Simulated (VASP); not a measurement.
# BaMgAsF (P4/nmm) in VASP: single point with PBE+D3(BJ)

Aim: the single point of BaMgAsF with PBE+D3(BJ).

All numbers are computed with VASP 6.6.1; they aren't measurements. Logs are shortened: lines on timing, memory, paths and dates and some standing lists are left out, and cuts for length are marked.

**1. The cell of the first run**

It takes space group P4/nmm (No. 129, tetragonal). The conventional cell has a = 4.367 Å, b = 4.367 Å, c = 9.525 Å, α = 90.00°, β = 90.00°, γ = 90.00°. Within 3.5 Å of Ba (site symmetry 4mm) lie 4 F at 2.64 Å. As (site symmetry 4mm) has 4 Mg at 2.68 Å within 3.5 Å. Mg (site symmetry -4m2) has 4 As at 2.68 Å and 4 Mg at 3.09 Å within 3.5 Å. Within 3.5 Å of F (site symmetry -4m2) lie 4 Ba at 2.64 Å and 4 F at 3.09 Å.

**2. Single point, PBE+D3(BJ)**

INCAR reads:

```
SYSTEM = BaMgAsF
PREC = Accurate
ENCUT = 520
EDIFF = 1E-6
ISMEAR = 0
SIGMA = 0.02
LREAL = .FALSE.
LASPH = .TRUE.
NELM = 100
ALGO = Normal
ISIF = 2
LWAVE = .FALSE.
LCHARG = .FALSE.
GGA = PE
IVDW = 12
NBANDS = 34
```

KPOINTS reads:

```
Automatic mesh
0
G
  6 6 4
  0 0 0
```

POSCAR reads:

```
BaMgAsF
1.0
    4.3670904802      0.0000000000      0.0000000000
    0.0000000000      4.3670904802      0.0000000000
    0.0000000000      0.0000000000      9.5247205146
Ba As Mg F
2 2 2 2
Direct
    0.5000000000      0.0000000000      0.1566980139
    0.0000000000      0.5000000000      0.8433019861
    0.5000000000      0.0000000000      0.6629974253
    0.0000000000      0.5000000000      0.3370025747
    0.5000000000      0.5000000000      0.5000000000
    0.0000000000      0.0000000000      0.5000000000
    0.5000000000      0.5000000000      0.0000000000
    0.0000000000      0.0000000000      0.0000000000
```

Potentials or basis: VASP PAW PBE potentials, release 64 (Ba_sv, As, Mg, F).

Run with:

```sh
$ cat potpaw_PBE.64/Ba_sv/POTCAR potpaw_PBE.64/As/POTCAR potpaw_PBE.64/Mg/POTCAR potpaw_PBE.64/F/POTCAR > POTCAR
$ mpirun -np 1 vasp_std > vasp.out
```

OUTCAR:

```text
SYSTEM = BaMgAsF
   PREC = Accurate
   ENCUT = 520
   EDIFF = 1E-6
   ISMEAR = 0
   LREAL = .FALSE.
   LASPH = .TRUE.
   NELM = 100
   ISIF = 2
   GGA = PE
   IVDW = 12
 IVDW          = 12

 ion  position               nearest neighbor table
   1  0.500  0.000  0.157-   7 2.64   8 2.64   7 2.64   8 2.64   4 3.53   4 3.53   4 3.53   4 3.53
                             5 3.93   6 3.93   5 3.93   6 3.93   2 4.29   2 4.29   2 4.29   2 4.29
   2  0.000  0.500  0.843-   7 2.64   8 2.64   8 2.64   7 2.64   3 3.53   3 3.53   3 3.53   3 3.53
                             5 3.93   5 3.93   6 3.93   6 3.93   1 4.29   1 4.29   1 4.29   1 4.29
   3  0.500  0.000  0.663-   5 2.68   6 2.68   5 2.68   6 2.68   2 3.53   2 3.53   2 3.53   2 3.53

   4  0.000  0.500  0.337-   5 2.68   6 2.68   6 2.68   5 2.68   1 3.53   1 3.53   1 3.53   1 3.53

   5  0.500  0.500  0.500-   3 2.68   4 2.68   3 2.68   4 2.68   6 3.09   6 3.09   6 3.09   6 3.09
                             2 3.93   1 3.93   2 3.93   1 3.93
   6  0.000  0.000  0.500-   3 2.68   4 2.68   4 2.68   3 2.68   5 3.09   5 3.09   5 3.09   5 3.09
                             1 3.93   2 3.93   2 3.93   1 3.93
   7  0.500  0.500  0.000-   1 2.64   2 2.64   1 2.64   2 2.64
   8  0.000  0.000  0.000-   1 2.64   2 2.64   2 2.64   1 2.64

  LATTYP: Found a simple tetragonal cell.
 ALAT       =     4.3670904802
 C/A-ratio  =     2.1810220232

  Lattice vectors:

 A1 = (   4.3670904802,   0.0000000000,   0.0000000000)
 A2 = (   0.0000000000,   4.3670904802,   0.0000000000)
 A3 = (   0.0000000000,   0.0000000000,   9.5247205146)

Analysis of symmetry for initial positions (statically):
=====================================================================
 Subroutine PRICEL returns:
 Original cell was already a primitive cell.

 Routine SETGRP: Setting up the symmetry group for a
 simple tetragonal supercell.

 Subroutine GETGRP returns: Found 16 space group operations
 (whereof  8 operations were pure point group operations)
 out of a pool of 16 trial point group operations.

The static configuration has the point symmetry D_2d.
 The point group associated with its full space group is D_4h.

Analysis of symmetry for dynamics (positions and initial velocities):
=====================================================================
 Subroutine PRICEL returns:
 Original cell was already a primitive cell.

 Routine SETGRP: Setting up the symmetry group for a
 simple tetragonal supercell.

 Subroutine GETGRP returns: Found 16 space group operations
 (whereof  8 operations were pure point group operations)
 out of a pool of 16 trial point group operations.

The dynamic configuration has the point symmetry D_2d.
 The point group associated with its full space group is D_4h.

 Subroutine INISYM returns: Found 16 space group operations
 (whereof  8 operations are pure point group operations),
 and found     1 'primitive' translations

----------------------------------------------------------------------------------------

                                     Primitive cell

  volume of cell :     181.6505

  direct lattice vectors                    reciprocal lattice vectors
     4.367090480  0.000000000  0.000000000     0.228985409  0.000000000  0.000000000
     0.000000000  4.367090480  0.000000000     0.000000000  0.228985409  0.000000000
     0.000000000  0.000000000  9.524720515     0.000000000  0.000000000  0.104989957

  length of vectors
     4.367090480  4.367090480  9.524720515     0.228985409  0.228985409  0.104989957

  position of ions in fractional coordinates (direct lattice)
     0.500000000  0.000000000  0.156698014
     0.000000000  0.500000000  0.843301986
     0.500000000  0.000000000  0.662997425
     0.000000000  0.500000000  0.337002575
     0.500000000  0.500000000  0.500000000
     0.000000000  0.000000000  0.500000000
     0.500000000  0.500000000  0.000000000
     0.000000000  0.000000000  0.000000000

  ion indices of the primitive-cell ions
   primitive index   ion index
                 1           1
                 2           2
                 3           3
                 4           4
                 5           5
                 6           6
                 7           7
                 8           8

----------------------------------------------------------------------------------------

 KPOINTS: Automatic mesh

Automatic generation of k-mesh.
 Grid dimensions read from file:
 generate k-points for:    6    6    4

 Generating k-lattice:

  Cartesian coordinates                     Fractional coordinates (reciprocal lattice)
     0.038164235  0.000000000  0.000000000     0.166666667  0.000000000  0.000000000
     0.000000000  0.038164235  0.000000000     0.000000000  0.166666667  0.000000000
     0.000000000  0.000000000  0.026247489     0.000000000  0.000000000  0.250000000

  Length of vectors
     0.038164235  0.038164235  0.026247489

  Shift w.r.t. Gamma in fractional coordinates (k-lattice)
     0.000000000  0.000000000  0.000000000

 Subroutine IBZKPT returns following result:
 ===========================================

 Found     30 irreducible k-points:

 Following reciprocal coordinates:
            Coordinates               Weight
  0.000000  0.000000  0.000000      1.000000
  0.166667  0.000000  0.000000      4.000000
  0.333333  0.000000  0.000000      4.000000
  0.500000  0.000000  0.000000      2.000000
  0.166667  0.166667  0.000000      4.000000
  0.333333  0.166667  0.000000      8.000000
[... 16 lines left out ...]
  0.333333  0.000000  0.500000      4.000000
  0.500000  0.000000  0.500000      2.000000
 [... further k-points ...]
   k-points           NKPTS =     30   k-points in BZ     NKDIM =     30   number of bands    NBANDS=     34
   number of dos      NEDOS =    301   number of ions     NIONS =      8
   total plane-waves  NPLWV =  73728
   dimension x,y,z NGX =    32 NGY =   32 NGZ =   72
   dimension x,y,z NGXF=    64 NGYF=   64 NGZF=  144
   ions per type =               2   2   2   2
   NGX,Y,Z   is equivalent  to a cutoff of  12.18, 12.18, 12.57 a.u.
   NGXF,Y,Z  is equivalent  to a cutoff of  24.36, 24.36, 25.13 a.u.
 SYSTEM =  BaMgAsF
   PREC   = accura    normal or accurate (medium, high low for compatibility)
   ISTART =      0    job   : 0-new  1-cont  2-samecut
   ICHARG =      2    charge: 1-file 2-atom 10-const
   ISPIN  =      1    spin polarized calculation?
   LNONCOLLINEAR =      F non collinear calculations
   LSORBIT =      F    spin-orbit coupling
   LASPH  =      T    aspherical Exc in radial PAW
   ENCUT  =  520.0 eV  38.22 Ry    6.18 a.u.   8.12  8.12 17.71*2*pi/ulx,y,z
   NELM   =    100;   NELMIN=  2; NELMDL= -5     # of ELM steps
   EDIFF  = 0.1E-05   stopping-criterion for ELM
   LREAL  =      F    real-space projection
   EDIFFG = 0.1E-04   stopping-criterion for IOM
   NSW    =      0    number of steps for IOM
   IBRION =     -1    ionic relax: 0-MD 1-quasi-New 2-CG
   NFREE  =      0    steps in history (QN), initial steepest desc. (CG)
   ISIF   =      2    stress and relaxation
   ISYM   =      2    0-nonsym 1-usesym 2-fastsym
   POTIM  = 0.5000    time-step for ionic-motion
   TEBEG  =    0.0;   TEEND  =   0.0 temperature during run
   PSTRESS=    0.0 pullay stress
   NELECT =      48.0000    total number of electrons
   NUPDOWN=      -1.0000    fix difference up-down
   EMIN   =  10.00;   EMAX   =-10.00  energy-range for DOS
   EFERMI =   0.00;   METHOD = LEGACY
   ISMEAR =     0;   SIGMA  =   0.02  broadening in eV -4-tet -1-fermi 0-gaus
   EFERMI_NEDOS =   21; number of points for ismear=-14 and -15
   IALGO  =     38    algorithm
   IMIX   =      4    mixing-type and parameters
     AMIX     =   0.40;   BMIX     =  1.00
     AMIX_MAG =   1.60;   BMIX_MAG =  1.00
  volume/ion in A,a.u.               =      22.71       153.23
  Fermi-wavevector in a.u.,A,eV,Ry     =   1.050533  1.985220 15.015656  1.103620
  Thomas-Fermi vector in A             =   2.185540
   LORBIT       =      0    0 simple, 1 ext, 2 COOP (PROOUT), +10 PAW based schemes
   GGA     = PE    functional components
   LHFCALC =     F    Hartree Fock is set to
   AEXX    =    0.0000 exact exchange contribution
   IVDW    =    12    specifies the selected vdW correction
   LEPSILON=     F    determine dielectric tensor
   LRPA    =     F    only Hartree local field effects (RPA)
 non-spin polarized calculation
 Gauss-broadening in eV      SIGMA  =   0.02
  energy-cutoff  :      520.00
  volume of cell :      181.65
 maximum number of plane-waves:      4968
   NGX = 17   NGY = 17   NGZ = 35

 number of electron      47.9999995 magnetization

 Free energy of the ion-electron system (eV)
  ---------------------------------------------------
  ext. energy  EPLUGINS =         0.00000000
  ---------------------------------------------------
  free energy    TOTEN  =       -36.21404465 eV

  energy without entropy =      -36.21404465  energy(sigma->0) =      -36.21404465

 E-fermi :   2.7370     XC(G=0):  -9.1159

 val. band max:        2.5582983846   @ k =   0.0000   0.0000   0.0000
 cond. band min:       4.1086492104   @ k =   0.0000   0.0000   0.0000
 fundamental gap:      1.5503508258
 Fermi energy:         2.7370408969

 k-point     1 :       0.0000    0.0000    0.0000
  band No.  band energies     occupation
      1     -24.6108      2.00000
      2     -24.4282      2.00000
      3     -20.6240      2.00000
      4     -20.5854      2.00000
      5      -9.7700      2.00000
      6      -9.7700      2.00000
[... 26 lines left out ...]
     33       8.4226      0.00000
     34       8.4392      0.00000

 k-point     2 :       0.1667    0.0000    0.0000
  band No.  band energies     occupation
      1     -24.5861      2.00000
      2     -24.4269      2.00000
      3     -20.6395      2.00000
      4     -20.6080      2.00000
      5      -9.8838      2.00000
      6      -9.7635      2.00000
[... 26 lines left out ...]
     33       7.7632      0.00000
     34       8.2361      0.00000

 k-point     3 :       0.3333    0.0000    0.0000
  band No.  band energies     occupation
      1     -24.5269      2.00000
      2     -24.4337      2.00000
      3     -20.6703      2.00000
      4     -20.6543      2.00000
      5      -9.9232      2.00000
      6      -9.8363      2.00000
[... 26 lines left out ...]
     33       7.6377      0.00000
     34       8.5360      0.00000

 k-point     4 :       0.5000    0.0000    0.0000
  band No.  band energies     occupation
      1     -24.4671      2.00000
      2     -24.4671      2.00000
      3     -20.6818      2.00000
      4     -20.6818      2.00000
      5      -9.8486      2.00000
      6      -9.8486      2.00000
[... 26 lines left out ...]
     33       7.9925      0.00000
     34       7.9925      0.00000

 k-point     5 :       0.1667    0.1667    0.0000
  band No.  band energies     occupation
      1     -24.5629      2.00000
      2     -24.4241      2.00000
      3     -20.6557      2.00000
      4     -20.6299      2.00000
      5      -9.9435      2.00000
      6      -9.7974      2.00000
[... 621 lines left out ...]
 k-point    22 :       0.1667    0.0000    0.5000
  band No.  band energies     occupation
      1     -24.5861      2.00000
      2     -24.4270      2.00000
      3     -20.6395      2.00000
      4     -20.6081      2.00000
      5      -9.9055      2.00000
      6      -9.7429      2.00000
[... 26 lines left out ...]
     33       7.8053      0.00000
     34       8.3864      0.00000

 k-point    23 :       0.3333    0.0000    0.5000
  band No.  band energies     occupation
      1     -24.5269      2.00000
      2     -24.4338      2.00000
      3     -20.6704      2.00000
      4     -20.6542      2.00000
      5      -9.9401      2.00000
      6      -9.8163      2.00000
[... 26 lines left out ...]
     33       7.8891      0.00000
     34       8.0306      0.00000

 k-point    24 :       0.5000    0.0000    0.5000
  band No.  band energies     occupation
      1     -24.4671      2.00000
      2     -24.4671      2.00000
      3     -20.6818      2.00000
      4     -20.6818      2.00000
      5      -9.8506      2.00000
      6      -9.8506      2.00000
[... 26 lines left out ...]
     33       7.8237      0.00000
     34       7.8237      0.00000

 [... further k-points ...]

------------------------ aborting loop because EDIFF is reached ----------------------------------------

 Edisp (eV)   -2.13825

 E8    (eV) :    -1.0130

  FORCE on cell =-STRESS in cart. coord.  units (eV):
  Direction    XX          YY          ZZ          XY          YZ          ZX
  --------------------------------------------------------------------------------------
  -------------------------------------------------------------------------------------
  Total       0.67206     0.67206     0.64008     0.00000     0.00000     0.00000
  in kB       5.92764     5.92764     5.64561     0.00000     0.00000     0.00000
  external pressure =        5.83 kB  Pullay stress =        0.00 kB

 VOLUME and BASIS-vectors are now :
 -----------------------------------------------------------------------------
  energy-cutoff  :      520.00
  volume of cell :      181.65
      direct lattice vectors                 reciprocal lattice vectors
     4.367090480  0.000000000  0.000000000     0.228985409  0.000000000  0.000000000
     0.000000000  4.367090480  0.000000000     0.000000000  0.228985409  0.000000000
     0.000000000  0.000000000  9.524720515     0.000000000  0.000000000  0.104989957

 POSITION                                       TOTAL-FORCE (eV/Angst)
 -----------------------------------------------------------------------------------
      2.18355      0.00000      1.49250         0.000000      0.000000      0.128911
      0.00000      2.18355      8.03222         0.000000     -0.000000     -0.128911
      2.18355      0.00000      6.31487         0.000000     -0.000000     -0.030910
      0.00000      2.18355      3.20986         0.000000      0.000000      0.030910
      2.18355      2.18355      4.76236         0.000000     -0.000000      0.000000
      0.00000      0.00000      4.76236         0.000000      0.000000      0.000000
      2.18355      2.18355      0.00000        -0.000000     -0.000000      0.000000
      0.00000      0.00000      0.00000         0.000000      0.000000      0.000000
 -----------------------------------------------------------------------------------
    total drift:                                0.000000     -0.000000     -0.000000

  FREE ENERGIE OF THE ION-ELECTRON SYSTEM (eV)
  ---------------------------------------------------
  free  energy   TOTEN  =       -38.3522954792 eV

  energy  without entropy=      -38.3522954792  energy(sigma->0) =      -38.35229548
```

Run time: 4.3 min. Hardware: 1 thread of Intel Xeon 8259CL, shared host; peak memory 0.4 GiB.

Results:

```
Free energy                : -38.3523 eV
Pressure                   : 0.6 GPa
Largest force              : 0.129 eV/Å
Band gap on the k mesh     : 1.55 eV, direct
Dispersion energy per atom : -0.267 eV
```

Forces on the atoms (eV/Å):
```
Ba   0.000  0.000  0.129
Ba   0.000  0.000 -0.129
As   0.000  0.000 -0.031
As   0.000  0.000  0.031
Mg   0.000  0.000  0.000
Mg   0.000  0.000  0.000
F    0.000  0.000  0.000
F    0.000  0.000  0.000
```

Caveat: spin-orbit coupling is left out, which moves the levels of the heavy elements.
